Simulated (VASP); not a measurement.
Input of a VASP 6.6.1 run:

INCAR

```
PREC = Accurate ; ENCUT = 520
EDIFF = 1E-6 ; ISMEAR = 0
SIGMA = 0.01 ; LREAL = False
LASPH = True ; NELM = 60
ALGO = Normal ; ISIF = 2
LWAVE = False ; LCHARG = False
GGA = PE ; NBANDS = 15
```

The input KPOINTS:

```
regular mesh
0
Gamma
  6 6 6
```

POSCAR

```
KF
1.0
    0.0000000000      2.6589566738      2.6589566738
    2.6589566738      0.0000000000      2.6589566738
    2.6589566738      2.6589566738      0.0000000000
K F
1 1
Direct
    0.0000000000      0.0000000000      0.0000000000
    0.5000000000      0.5000000000      0.5000000000
```

Potentials or basis: VASP PAW PBE potentials, release 64 (K_sv, F).

Command:

```bash
$ cat potpaw_PBE.64/K_sv/POTCAR potpaw_PBE.64/F/POTCAR > POTCAR
$ mpirun -np 1 vasp_std > vasp.out
```

Problem. Estimate the pressure.

Solution. 2.0 GPa.

Problem. Estimate the band gap on the k mesh.

Solution. 6.24 eV, direct.

Expect the measured gap to be larger: semilocal functionals such as PBE lack the derivative discontinuity.
